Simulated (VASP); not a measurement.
# GaN (P1) in VASP: single point with PBE

Aim: the single point of GaN with PBE.

Everything below comes from runs of VASP 6.6.1. Logs are shortened: lines on timing, memory, paths and dates and some standing lists are left out, and cuts for length are marked.

**1. The cell of the first run**

The typed cell holds 6 atoms: a = 3.216 Å, b = 3.216 Å, c = 7.885 Å, α = 88.83°, β = 87.66°, γ = 60.00°.

**2. Single point, PBE (the part above a cut slid along it)**

INCAR reads:

```
ALGO = All
EDIFF = 1E-6
ENCUT = 800
GGA = PE
GGA_COMPAT = F
ISEARCH = 1
ISIF = 2
ISMEAR = 0
KPAR = 4
LASPH = T
LCHARG = F
LREAL = F
LWAVE = F
NBANDS = 36
NELM = 300
PREC = Accurate
SIGMA = 0.05
```

KPOINTS reads:

```
k-points
0
Gamma
  10 10 4
```

POSCAR reads:

```
GaN
1.0
    2.2742384928     -2.2742384928      0.0000000000
    2.2742384928      0.0000000000     -2.2742384928
    4.7759008348      4.3210531362      4.5484769855
Ga N
3 3
Direct
    0.9208300000      0.0000000000      0.7917000000
    0.2874966667      0.3333333333      0.4583666667
    0.6541633333      0.6666666667      0.1250333333
    0.5791633333      0.6666666667      0.8750333333
    0.9458300000      0.0000000000      0.5417000000
    0.3124966667      0.3333333333      0.2083666667
```

Potentials or basis: VASP PAW PBE potentials, release 64 (Ga_d, N).

On the command line:

```
$ cat potpaw_PBE.64/Ga_d/POTCAR potpaw_PBE.64/N/POTCAR > POTCAR
$ mpirun -np 4 vasp_std > vasp.out
```

OUTCAR:

```text
EDIFF = 1E-6
   ENCUT = 800
   GGA = PE
   ISIF = 2
   ISMEAR = 0
   LASPH = T
   LREAL = F
   NELM = 300
   PREC = Accurate

 ion  position               nearest neighbor table
   1  0.921  0.000  0.792-   4 1.97   4 1.97   5 1.97   4 1.97
   2  0.287  0.333  0.458-   5 1.97   5 1.97   6 1.97   5 1.97
   3  0.654  0.667  0.125-   6 1.97   6 1.97   6 1.97   4 2.00
   4  0.579  0.667  0.875-   1 1.97   1 1.97   1 1.97   3 2.00
   5  0.946  0.000  0.542-   2 1.97   2 1.97   1 1.97   2 1.97
   6  0.312  0.333  0.208-   2 1.97   3 1.97   3 1.97   3 1.97

  LATTYP: Found a base centered monoclinic cell.
 ALAT       =     3.2162589206
 B/A-ratio  =     1.7320508076
 C/A-ratio  =     2.4515301344
 COS(beta)  =    -0.0407908508

  Lattice vectors:

 A1 = (   0.0000000000,   2.2742384928,  -2.2742384928)
 A2 = (  -2.2742384928,   0.0000000000,   2.2742384928)
 A3 = (   4.7759008348,   4.3210531362,   4.5484769855)

Analysis of symmetry for initial positions (statically):
=====================================================================
 Subroutine PRICEL returns:
 Original cell was already a primitive cell.

 Routine SETGRP: Setting up the symmetry group for a
 base centered monoclinic supercell.

 Subroutine GETGRP returns: Found  1 space group operations
 (whereof  1 operations were pure point group operations)
 out of a pool of  4 trial point group operations.

The static configuration has the point symmetry C_1 .

Analysis of symmetry for dynamics (positions and initial velocities):
=====================================================================
 Subroutine PRICEL returns:
 Original cell was already a primitive cell.

 Routine SETGRP: Setting up the symmetry group for a
 base centered monoclinic supercell.

 Subroutine GETGRP returns: Found  1 space group operations
 (whereof  1 operations were pure point group operations)
 out of a pool of  4 trial point group operations.

The dynamic configuration has the point symmetry C_1 .

 Subroutine INISYM returns: Found  1 space group operations
 (whereof  1 operations are pure point group operations),
 and found     1 'primitive' translations

----------------------------------------------------------------------------------------

                                     Primitive cell

  volume of cell :      70.5764

  direct lattice vectors                    reciprocal lattice vectors
     2.274238493 -2.274238493  0.000000000     0.139240747 -0.300466875  0.139240747
     2.274238493  0.000000000 -2.274238493     0.146569207  0.146569207 -0.293138415
     4.775900835  4.321053136  4.548476985     0.073284604  0.073284604  0.073284604

  length of vectors
     3.216258921  3.216258921  7.884755664     0.359244087  0.359019770  0.126932657

  position of ions in fractional coordinates (direct lattice)
     0.920830000  0.000000000  0.791700000
     0.287496667  0.333333333  0.458366667
     0.654163333  0.666666667  0.125033333
     0.579163333  0.666666667  0.875033333
     0.945830000  0.000000000  0.541700000
     0.312496667  0.333333333  0.208366667

  ion indices of the primitive-cell ions
   primitive index   ion index
                 1           1
                 2           2
                 3           3
                 4           4
                 5           5
                 6           6

----------------------------------------------------------------------------------------

 KPOINTS: k-points

Automatic generation of k-mesh.
 Grid dimensions read from file:
 generate k-points for:   10   10    4

 Generating k-lattice:

  Cartesian coordinates                     Fractional coordinates (reciprocal lattice)
     0.013924075 -0.030046688  0.013924075     0.100000000  0.000000000  0.000000000
     0.014656921  0.014656921 -0.029313841     0.000000000  0.100000000 -0.000000000
     0.018321151  0.018321151  0.018321151     0.000000000  0.000000000  0.250000000

  Length of vectors
     0.035924409  0.035901977  0.031733164

  Shift w.r.t. Gamma in fractional coordinates (k-lattice)
     0.000000000  0.000000000  0.000000000

 Subroutine IBZKPT returns following result:
 ===========================================

 Found    204 irreducible k-points:

 Following reciprocal coordinates:
            Coordinates               Weight
  0.000000  0.000000  0.000000      1.000000
  0.100000  0.000000 -0.000000      2.000000
 -0.100000 -0.100000 -0.000000      2.000000
  0.200000  0.000000 -0.000000      2.000000
 -0.200000 -0.200000 -0.000000      2.000000
  0.300000  0.000000 -0.000000      2.000000
[... 16 lines left out ...]
  0.300000  0.400000  0.000000      2.000000
 -0.200000  0.100000  0.000000      2.000000
 [... further k-points ...]
   k-points           NKPTS =    204   k-points in BZ     NKDIM =    204   number of bands    NBANDS=     36
   number of dos      NEDOS =    301   number of ions     NIONS =      6
   total plane-waves  NPLWV =  72000
   dimension x,y,z NGX =    30 NGY =   30 NGZ =   80
   dimension x,y,z NGXF=    60 NGYF=   60 NGZF=  160
   ions per type =               3   3
   NGX,Y,Z   is equivalent  to a cutoff of  15.51, 15.51, 16.87 a.u.
   NGXF,Y,Z  is equivalent  to a cutoff of  31.01, 31.01, 33.74 a.u.
 SYSTEM =  unknown system
   PREC   = accura    normal or accurate (medium, high low for compatibility)
   ISTART =      0    job   : 0-new  1-cont  2-samecut
   ICHARG =      2    charge: 1-file 2-atom 10-const
   ISPIN  =      1    spin polarized calculation?
   LNONCOLLINEAR =      F non collinear calculations
   LSORBIT =      F    spin-orbit coupling
   LASPH  =      T    aspherical Exc in radial PAW
   ENCUT  =  800.0 eV  58.80 Ry    7.67 a.u.   7.42  7.42 18.18*2*pi/ulx,y,z
   NELM   =    300;   NELMIN=  2; NELMDL= -5     # of ELM steps
   EDIFF  = 0.1E-05   stopping-criterion for ELM
   LREAL  =      F    real-space projection
   EDIFFG = 0.1E-04   stopping-criterion for IOM
   NSW    =      0    number of steps for IOM
   IBRION =     -1    ionic relax: 0-MD 1-quasi-New 2-CG
   NFREE  =      0    steps in history (QN), initial steepest desc. (CG)
   ISIF   =      2    stress and relaxation
   ISYM   =      2    0-nonsym 1-usesym 2-fastsym
   POTIM  = 0.5000    time-step for ionic-motion
   TEBEG  =    0.0;   TEEND  =   0.0 temperature during run
   PSTRESS=    0.0 pullay stress
   NELECT =      54.0000    total number of electrons
   NUPDOWN=      -1.0000    fix difference up-down
   EMIN   =  10.00;   EMAX   =-10.00  energy-range for DOS
   EFERMI =   0.00;   METHOD = LEGACY
   ISMEAR =     0;   SIGMA  =   0.05  broadening in eV -4-tet -1-fermi 0-gaus
   EFERMI_NEDOS =   21; number of points for ismear=-14 and -15
   IALGO  =     58    algorithm
   IMIX   =      4    mixing-type and parameters
     AMIX     =   0.40;   BMIX     =  1.00
     AMIX_MAG =   1.60;   BMIX_MAG =  1.00
  volume/ion in A,a.u.               =      11.76        79.38
  Fermi-wavevector in a.u.,A,eV,Ry     =   1.497337  2.829557 30.504523  2.242019
  Thomas-Fermi vector in A             =   2.609238
   LORBIT       =      0    0 simple, 1 ext, 2 COOP (PROOUT), +10 PAW based schemes
   GGA     = PE    functional components
   LHFCALC =     F    Hartree Fock is set to
   AEXX    =    0.0000 exact exchange contribution
   IVDW    =     0    specifies the selected vdW correction
   LEPSILON=     F    determine dielectric tensor
   LRPA    =     F    only Hartree local field effects (RPA)
 non-spin polarized calculation
 Gauss-broadening in eV      SIGMA  =   0.05
  energy-cutoff  :      800.00
  volume of cell :       70.58
 maximum number of plane-waves:      3654
 NGX is ok and might be reduce to    30
   NGX = 15   NGY = 15   NGZ = 37

 number of electron      54.0000006 magnetization

 Free energy of the ion-electron system (eV)
  ---------------------------------------------------
  ext. energy  EPLUGINS =         0.00000000
  ---------------------------------------------------
  free energy    TOTEN  =       -36.38963160 eV

  energy without entropy =      -36.38963160  energy(sigma->0) =      -36.38963160

 E-fermi :   5.3198     XC(G=0): -11.5264

 val. band max:        5.1136359989   @ k =   0.0000   0.0000   0.0000
 cond. band min:       6.5019242360   @ k =   0.0000   0.0000   0.0000
 fundamental gap:      1.3882882372
 Fermi energy:         5.3198179283

 k-point     1 :       0.0000    0.0000    0.0000
  band No.  band energies     occupation
      1     -10.7097      2.00000
      2     -10.0369      2.00000
      3      -9.9909      2.00000
      4      -8.4684      2.00000
      5      -8.4511      2.00000
      6      -8.4374      2.00000
[... 28 lines left out ...]
     35      15.3147      0.00000
     36      15.4446      0.00000

 k-point     2 :       0.1000    0.0000   -0.0000
  band No.  band energies     occupation
      1     -10.6169      2.00000
      2     -10.0010      2.00000
      3      -9.9539      2.00000
      4      -8.4542      2.00000
      5      -8.4345      2.00000
      6      -8.4160      2.00000
[... 28 lines left out ...]
     35      15.2384      0.00000
     36      15.4364      0.00000

 k-point     3 :      -0.1000   -0.1000   -0.0000
  band No.  band energies     occupation
      1     -10.6166      2.00000
      2     -10.0014      2.00000
      3      -9.9545      2.00000
      4      -8.4492      2.00000
      5      -8.4354      2.00000
      6      -8.4200      2.00000
[... 28 lines left out ...]
     35      15.1842      0.00000
     36      15.2884      0.00000

 k-point     4 :       0.2000    0.0000   -0.0000
  band No.  band energies     occupation
      1     -10.3793      2.00000
      2      -9.9207      2.00000
      3      -9.8696      2.00000
      4      -8.4224      2.00000
      5      -8.4070      2.00000
      6      -8.3680      2.00000
[... 28 lines left out ...]
     35      14.9880      0.00000
     36      15.8083      0.00000

 k-point     5 :      -0.2000   -0.2000   -0.0000
  band No.  band energies     occupation
      1     -10.3786      2.00000
      2      -9.9195      2.00000
      3      -9.8741      2.00000
      4      -8.4156      2.00000
      5      -8.3973      2.00000
      6      -8.3764      2.00000
[... 655 lines left out ...]
 k-point    22 :      -0.3000    0.1000    0.0000
  band No.  band energies     occupation
      1      -9.9869      2.00000
      2      -9.8176      2.00000
      3      -9.7603      2.00000
      4      -8.3837      2.00000
      5      -8.3766      2.00000
      6      -8.3327      2.00000
[... 28 lines left out ...]
     35      14.8632      0.00000
     36      15.7224      0.00000

 k-point    23 :       0.3000    0.4000    0.0000
  band No.  band energies     occupation
      1      -9.9879      2.00000
      2      -9.8186      2.00000
      3      -9.7674      2.00000
      4      -8.3713      2.00000
      5      -8.3589      2.00000
      6      -8.3346      2.00000
[... 28 lines left out ...]
     35      14.7924      0.00000
     36      15.6079      0.00000

 k-point    24 :      -0.2000    0.1000    0.0000
  band No.  band energies     occupation
      1     -10.2019      2.00000
      2      -9.8650      2.00000
      3      -9.8168      2.00000
      4      -8.4008      2.00000
      5      -8.3898      2.00000
      6      -8.3496      2.00000
[... 28 lines left out ...]
     35      14.6919      0.00000
     36      15.3051      0.00000

 [... further k-points ...]

------------------------ aborting loop because EDIFF is reached ----------------------------------------

  FORCE on cell =-STRESS in cart. coord.  units (eV):
  Direction    XX          YY          ZZ          XY          YZ          ZX
  --------------------------------------------------------------------------------------
  -------------------------------------------------------------------------------------
  Total       -1.0967277      0.7212051      0.1903355      0.0313546      0.8824144     -0.8578475
  in kB      -24.8971792     16.3723157      4.3208696      0.7117901     20.0319810    -19.4742805
  external PRESSURE =      -1.4013313 kB  Pullay stress =       0.0000000 kB

 VOLUME and BASIS-vectors are now :
 -----------------------------------------------------------------------------
  energy-cutoff  :      800.00
  volume of cell :       70.58
      direct lattice vectors                 reciprocal lattice vectors
     2.274238493 -2.274238493  0.000000000     0.139240747 -0.300466875  0.139240747
     2.274238493  0.000000000 -2.274238493     0.146569207  0.146569207 -0.293138415
     4.775900835  4.321053136  4.548476985     0.073284604  0.073284604  0.073284604

 POSITION                                       TOTAL-FORCE (eV/Angst)
 -----------------------------------------------------------------------------------
      5.87527      1.32679      3.60103         0.019956     -0.011943     -0.049135
      3.60103      1.32679      1.32679        -0.003364      0.041674      0.026401
      3.60103     -0.94745     -0.94745        -0.371505      0.213408     -0.059107
      7.01239      2.46391      2.46391         0.440819     -0.269728      0.071483
      4.73815      0.18967      2.46391         0.003349     -0.042097     -0.016759
      2.46391      0.18967      0.18967        -0.089255      0.068686      0.027116
 -----------------------------------------------------------------------------------
    total drift:                               -0.000214      0.000491     -0.000037

  FREE ENERGIE OF THE ION-ELECTRON SYSTEM (eV)
  ---------------------------------------------------
  free  energy   TOTEN  =       -36.3896316012 eV

  energy  without entropy=      -36.3896316012  energy(sigma->0) =      -36.38963160
```

Wall time 5.9 min (4 MPI ranks of Intel Xeon Platinum 8375C at 2.90GHz (Ice Lake), shared host); peak memory 1.6 GiB.

Results:

```yaml
Free_energy: -36.3896 eV
Pressure: -0.1 GPa
Largest_force: 0.522 eV/Å
Band_gap_on_the_k_mesh: 1.39 eV
```

Forces on the atoms (eV/Å):
```
Ga   0.020 -0.012 -0.049
Ga  -0.003  0.042  0.026
Ga  -0.372  0.213 -0.059
N    0.441 -0.270  0.071
N    0.003 -0.042 -0.017
N   -0.089  0.069  0.027
```

Caveat: the cell differs from its parent crystal (the part above a cut slid along it).
